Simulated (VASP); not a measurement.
# SiC (P6_3mc) in VASP: a series of runs

SiC is run at these levels: PBEsol; tasks: single point, relaxation of cell and atoms.

Everything below comes from runs of VASP 6.6.1. Logs are shortened: lines on timing, memory, paths and dates and some standing lists are left out, and cuts for length are marked.

## 1. The cell of the first run

It takes space group P6_3mc (No. 186, hexagonal). The conventional cell has a = 3.079 Å, b = 3.079 Å, c = 15.107 Å, α = 90.00°, β = 90.00°, γ = 120.00°. Within 2.5 Å of Si (site symmetry 3m) lie 4 C at 1.89 Å. Within 2.5 Å of Si (site symmetry 3m) lie 4 C at 1.88 to 1.89 Å. Within 2.5 Å of Si (site symmetry 3m) lie 4 C at 1.88 to 1.89 Å. C (site symmetry 3m) has 4 Si at 1.88 to 1.89 Å within 2.5 Å. Within 2.5 Å of C (site symmetry 3m) lie 4 Si at 1.89 Å. Within 2.5 Å of C (site symmetry 3m) lie 4 Si at 1.88 to 1.89 Å.

## 2. Single point, PBEsol

The input, INCAR:

```
PREC = Accurate
ENCUT = 520
EDIFF = 1E-6
ISMEAR = 0
SIGMA = 0.02
LREAL = False
LASPH = True
NELM = 80
ALGO = Normal
ISIF = 2
LWAVE = False
LCHARG = False
GGA = PS
NBANDS = 36
```

The input, KPOINTS:

```
Automatic mesh
0
Gamma
  12 12 2
```

The input, POSCAR:

```
SiC
1.0
    3.0789674657      0.0000000000      0.0000000000
   -1.5394837329      2.6664640427      0.0000000000
    0.0000000000      0.0000000000     15.1068364818
Si C
6 6
Direct
    0.0000000000      0.0000000000      0.1250339392
    0.0000000000      0.0000000000      0.6250339392
    0.3333333333      0.6666666667      0.2918203863
    0.6666666667      0.3333333333      0.7918203863
    0.3333333333      0.6666666667      0.9583142926
    0.6666666667      0.3333333333      0.4583142926
    0.0000000000      0.0000000000     -0.0003148552
    0.0000000000      0.0000000000      0.4996851448
    0.3333333333      0.6666666667      0.1668263729
    0.6666666667      0.3333333333      0.6668263729
    0.3333333333      0.6666666667      0.8333198641
    0.6666666667      0.3333333333      0.3333198641
```

Potentials or basis: VASP PAW PBE potentials, release 64 (Si, C).

Command:

```sh
$ cat potpaw_PBE.64/Si/POTCAR potpaw_PBE.64/C/POTCAR > POTCAR
$ mpirun -np 1 vasp_std > vasp.out
```

OUTCAR:

```text
PREC = Accurate
   ENCUT = 520
   EDIFF = 1E-6
   ISMEAR = 0
   LREAL = False
   LASPH = True
   NELM = 80
   ISIF = 2
   GGA = PS

 ion  position               nearest neighbor table
   1  0.000  0.000  0.125-   9 1.89   9 1.89   9 1.89   7 1.89   5 3.08   5 3.08   5 3.08   3 3.08
                             3 3.08   3 3.08
   2  0.000  0.000  0.625-  10 1.89  10 1.89  10 1.89   8 1.89   6 3.08   6 3.08   6 3.08   4 3.08
                             4 3.08   4 3.08
   3  0.333  0.667  0.292-  12 1.88  12 1.88  12 1.88   9 1.89   6 3.08   6 3.08   6 3.08   1 3.08
                             1 3.08   1 3.08
   4  0.667  0.333  0.792-  11 1.88  11 1.88  11 1.88  10 1.89   5 3.08   5 3.08   5 3.08   2 3.08
                             2 3.08   2 3.08
   5  0.333  0.667  0.958-   7 1.88   7 1.88   7 1.88  11 1.89   4 3.08   4 3.08   4 3.08   1 3.08
                             1 3.08   1 3.08
   6  0.667  0.333  0.458-   8 1.88   8 1.88   8 1.88  12 1.89   3 3.08   3 3.08   3 3.08   2 3.08
                             2 3.08   2 3.08
   7  0.000  0.000  1.000-   5 1.88   5 1.88   5 1.88   1 1.89
   8  0.000  0.000  0.500-   6 1.88   6 1.88   6 1.88   2 1.89
   9  0.333  0.667  0.167-   1 1.89   1 1.89   1 1.89   3 1.89
  10  0.667  0.333  0.667-   2 1.89   2 1.89   2 1.89   4 1.89
  11  0.333  0.667  0.833-   4 1.88   4 1.88   4 1.88   5 1.89
  12  0.667  0.333  0.333-   3 1.88   3 1.88   3 1.88   6 1.89

  LATTYP: Found a hexagonal cell.
 ALAT       =     3.0789674657
 C/A-ratio  =     4.9064618740

  Lattice vectors:

 A1 = (   3.0789674657,   0.0000000000,   0.0000000000)
 A2 = (  -1.5394837329,   2.6664640427,   0.0000000000)
 A3 = (   0.0000000000,   0.0000000000,  15.1068364818)

Analysis of symmetry for initial positions (statically):
=====================================================================
 Subroutine PRICEL returns:
 Original cell was already a primitive cell.

 Routine SETGRP: Setting up the symmetry group for a
 hexagonal supercell.

 Subroutine GETGRP returns: Found 12 space group operations
 (whereof  6 operations were pure point group operations)
 out of a pool of 24 trial point group operations.

The static configuration has the point symmetry C_3v.
 The point group associated with its full space group is C_6v.

Analysis of symmetry for dynamics (positions and initial velocities):
=====================================================================
 Subroutine PRICEL returns:
 Original cell was already a primitive cell.
[... 141 lines left out ...]
   NUPDOWN=      -1.0000    fix difference up-down
   EMIN   =  10.00;   EMAX   =-10.00  energy-range for DOS
   EFERMI =   0.00;   METHOD = LEGACY
   ISMEAR =     0;   SIGMA  =   0.02  broadening in eV -4-tet -1-fermi 0-gaus
   EFERMI_NEDOS =   21; number of points for ismear=-14 and -15
   IALGO  =     38    algorithm
   IMIX   =      4    mixing-type and parameters
     AMIX     =   0.40;   BMIX     =  1.00
     AMIX_MAG =   1.60;   BMIX_MAG =  1.00
  volume/ion in A,a.u.               =      10.34        69.75
  Fermi-wavevector in a.u.,A,eV,Ry     =   1.193028  2.254495 19.365371  1.423315
  Thomas-Fermi vector in A             =   2.329052
   LORBIT       =      0    0 simple, 1 ext, 2 COOP (PROOUT), +10 PAW based schemes
   GGA     = PS    functional components
   LHFCALC =     F    Hartree Fock is set to
   AEXX    =    0.0000 exact exchange contribution
   IVDW    =     0    specifies the selected vdW correction
   LEPSILON=     F    determine dielectric tensor
   LRPA    =     F    only Hartree local field effects (RPA)
 non-spin polarized calculation
 Gauss-broadening in eV      SIGMA  =   0.02
  energy-cutoff  :      520.00
  volume of cell :      124.03
 maximum number of plane-waves:      3358
 NGX is ok and might be reduce to    24
   NGX = 11   NGY = 11   NGZ = 57

 number of electron      47.9999999 magnetization

 Free energy of the ion-electron system (eV)
  ---------------------------------------------------
  ext. energy  EPLUGINS =         0.00000000
  ---------------------------------------------------
  free energy    TOTEN  =       -95.50510950 eV

  energy without entropy =      -95.50510950  energy(sigma->0) =      -95.50510950

 E-fermi :   8.2582     XC(G=0): -11.5075

 val. band max:        8.1130485566   @ k =   0.0000   0.0000   0.0000
 cond. band min:      10.0250780883   @ k =   0.5000  -0.0000   0.0000
 fundamental gap:      1.9120295318
 Fermi energy:         8.2582378332

 k-point     1 :       0.0000    0.0000    0.0000
  band No.  band energies     occupation
      1      -7.3715      2.00000
      2      -6.8471      2.00000
      3      -6.8118      2.00000
      4      -5.3057      2.00000
      5      -5.2777      2.00000
      6      -3.7633      2.00000
[... 925 lines left out ...]
     35      15.9458      0.00000
     36      15.9900      0.00000

 [... further k-points ...]

------------------------ aborting loop because EDIFF is reached ----------------------------------------

  FORCE on cell =-STRESS in cart. coord.  units (eV):
  Direction    XX          YY          ZZ          XY          YZ          ZX
  --------------------------------------------------------------------------------------
  -------------------------------------------------------------------------------------
  Total        0.2585048      0.2585048      0.2682379     -0.0000000     -0.0000000      0.0000000
  in kB        3.3393724      3.3393724      3.4651051     -0.0000000     -0.0000000      0.0000000
  external PRESSURE =       3.3812833 kB  Pullay stress =       0.0000000 kB

 VOLUME and BASIS-vectors are now :
 -----------------------------------------------------------------------------
  energy-cutoff  :      520.00
  volume of cell :      124.03
      direct lattice vectors                 reciprocal lattice vectors
     3.078967466  0.000000000  0.000000000     0.324784205  0.187514248  0.000000000
    -1.539483733  2.666464043  0.000000000     0.000000000  0.375028496  0.000000000
     0.000000000  0.000000000 15.106836482     0.000000000  0.000000000  0.066195196

 POSITION                                       TOTAL-FORCE (eV/Angst)
 -----------------------------------------------------------------------------------
      0.00000      0.00000      1.88887        -0.000000      0.000000      0.000967
      0.00000      0.00000      9.44229         0.000000     -0.000000      0.000967
     -0.00000      1.77764      4.40848         0.000000      0.000000     -0.000176
      1.53948      0.88882     11.96190         0.000000      0.000000     -0.000176
     -0.00000      1.77764     14.47710         0.000000      0.000000     -0.000891
      1.53948      0.88882      6.92368         0.000000      0.000000     -0.000891
      0.00000      0.00000     15.10208        -0.000000     -0.000000      0.000567
      0.00000      0.00000      7.54866         0.000000      0.000000      0.000567
     -0.00000      1.77764      2.52022        -0.000000      0.000000     -0.000143
      1.53948      0.88882     10.07364         0.000000     -0.000000     -0.000143
     -0.00000      1.77764     12.58883         0.000000      0.000000     -0.000324
      1.53948      0.88882      5.03541        -0.000000      0.000000     -0.000324
 -----------------------------------------------------------------------------------
    total drift:                               -0.000000     -0.000000      0.000559

  FREE ENERGIE OF THE ION-ELECTRON SYSTEM (eV)
  ---------------------------------------------------
  free  energy   TOTEN  =       -95.5051094951 eV

  energy  without entropy=      -95.5051094951  energy(sigma->0) =      -95.50510950
```

stdout:

```text
POSCAR found type information on POSCAR SiC
 POSCAR found :  2 types and      12 ions
 scaLAPACK will be used
 -----------------------------------------------------------------------------
|                                                                             |
|                                                                             |
|     You enforced a specific xc type in the INCAR file but a different       |
|     I HOPE YOU KNOW WHAT YOU ARE DOING!                                     |
|                                                                             |
 -----------------------------------------------------------------------------

 LDA part: xc-table for (Slater+PW92), standard interpolation
 POSCAR, INCAR and KPOINTS ok, starting setup
 FFT: planning ... GRIDC
 FFT: planning ... GRID_SOFT
 FFT: planning ... GRID
 WAVECAR not read
 entering main loop
```

Run time: 66 s. Hardware: 1 thread of Intel Xeon 6975P-C (Granite Rapids), shared host; peak memory 0.29 GiB.

Results:

```
Free energy            : -95.5051 eV
Pressure               : 0.3 GPa
Band gap on the k mesh : 1.91 eV (least direct gap 3.02 eV)
```

Levels at points of the mesh, in eV from the valence-band top:
```
           k point  band 22  band 23  band 24  band 25  band 26  band 27
(0.00, 0.00, 0.00)    -0.04     0.00     0.00     5.13     5.29     5.71
(0.50, 0.00, 0.00)    -1.80    -1.68    -1.10     1.91     2.10     3.10
(0.00, 0.00, 0.50)    -0.10    -0.10    -0.10     5.19     5.19     5.94
(0.50, 0.00, 0.50)    -1.73    -1.31    -1.31     1.95     1.95     3.32
```

Caveat: the PAW data sets were made with another functional, which shifts forces and pressure a little. A k mesh can miss the band edges.

## 3. Relaxation of cell and atoms, PBEsol

This run uses another cell than the first one, of 10.50 Å³/atom.

The input, INCAR:

```
SYSTEM = SiC
PREC = Accurate
ENCUT = 600
EDIFF = 1E-6
ISMEAR = 0
SIGMA = 0.02
LREAL = .FALSE.
LASPH = .TRUE.
NELM = 60
ALGO = Normal
ISIF = 3
LWAVE = .FALSE.
LCHARG = .FALSE.
GGA = PS
IBRION = 2
NSW = 70
EDIFFG = -0.005
```

The input, KPOINTS:

```
Automatic mesh
0
G
  12 12 2
  0 0 0
```

The input, POSCAR:

```
SiC
1.0
    3.0949980731      0.0000000000      0.0000000000
   -1.5474990366      2.6803469560      0.0000000000
    0.0000000000      0.0000000000     15.1864399632
Si C
6 6
Direct
    0.0000000000      0.0000000000      0.1250399221
    0.0000000000      0.0000000000      0.6250399221
    0.3333333333      0.6666666667      0.2918177992
    0.6666666667      0.3333333333      0.7918177992
    0.3333333333      0.6666666667      0.9583095063
    0.6666666667      0.3333333333      0.4583095063
    0.0000000000      0.0000000000     -0.0003123163
    0.0000000000      0.0000000000      0.4996876837
    0.3333333333      0.6666666667      0.1668296831
    0.6666666667      0.3333333333      0.6668296831
    0.3333333333      0.6666666667      0.8333154055
    0.6666666667      0.3333333333      0.3333154055
```

Potentials or basis: VASP PAW PBE potentials, release 64 (Si, C).

Command:

```sh
$ cat potpaw_PBE.64/Si/POTCAR potpaw_PBE.64/C/POTCAR > POTCAR
$ mpirun -np 1 vasp_std > vasp.out
```

Run time: 4.1 min. Hardware: 1 thread of Intel Xeon 6975P-C (Granite Rapids), shared host; peak memory 0.38 GiB.

Results (log left out):

```
Free energy                           : -95.5139 eV
Relaxed volume                        : 10.34 Å³/atom
Relaxed cell                          : a = 3.080 Å, b = 3.080 Å, c = 15.112 Å, α = 90.00°, β = 90.00°, γ = 120.00°
Space group after relaxing (to 0.1 Å) : P6_3mc (No. 186)
Energy gained by relaxing             : 1.5 meV/atom
Ionic steps                           : 3
Pressure after relaxing               : 0.0 GPa
Largest force after relaxing          : 0.004 eV/Å
Band gap on the k mesh                : 1.91 eV (least direct gap 3.02 eV)
```

Forces on the atoms (eV/Å):
```
Si   0.000  0.000 -0.004
Si   0.000  0.000 -0.004
Si   0.000  0.000  0.001
Si   0.000  0.000  0.001
Si   0.000  0.000  0.001
Si   0.000  0.000  0.001
C    0.000  0.000  0.002
C    0.000  0.000  0.002
C    0.000  0.000  0.001
C    0.000  0.000  0.001
C    0.000  0.000  0.000
C    0.000  0.000  0.000
```

Step by step:
| step | energy change (eV) | largest force (eV/Å) | pressure (GPa) | volume (Å³) |
| --- | --- | --- | --- | --- |
| 1 | 0.0000 | 0.0028 | -3.17 | 125.98 |
| 2 | 0.0020 | 0.0120 | 3.52 | 122.24 |
| 3 | -0.0185 | 0.0042 | 0.00 | 124.14 |

Final structure:
```
CELL_PARAMETERS angstrom
3.07981 0.00000 0.00000
-1.53990 2.66719 0.00000
0.00000 0.00000 15.11218
ATOMIC_POSITIONS crystal
Si 0.00000 0.00000 0.12504
Si 0.00000 0.00000 0.62504
Si 0.33333 0.66667 0.29182
Si 0.66667 0.33333 0.79182
Si 0.33333 0.66667 0.95831
Si 0.66667 0.33333 0.45831
C 0.00000 0.00000 0.99968
C 0.00000 0.00000 0.49968
C 0.33333 0.66667 0.16683
C 0.66667 0.33333 0.66683
C 0.33333 0.66667 0.83332
C 0.66667 0.33333 0.33332
```

Levels at points of the mesh, in eV from the valence-band top:
```tsv
k point	band 21	band 22	band 23	band 24	band 25	band 26	band 27	band 28
(0.00, 0.00, 0.00)	-0.30	-0.04	0.00	0.00	5.12	5.29	5.70	6.21
(0.50, 0.00, 0.00)	-1.82	-1.79	-1.68	-1.10	1.91	2.10	3.10	3.79
(0.00, 0.00, 0.50)	-0.10	-0.10	-0.10	-0.10	5.19	5.19	5.93	5.93
(0.50, 0.00, 0.50)	-1.73	-1.73	-1.31	-1.31	1.95	1.95	3.32	3.32
```

Caveat: the PAW data sets were made with another functional, which shifts forces and pressure a little. A k mesh can miss the band edges.
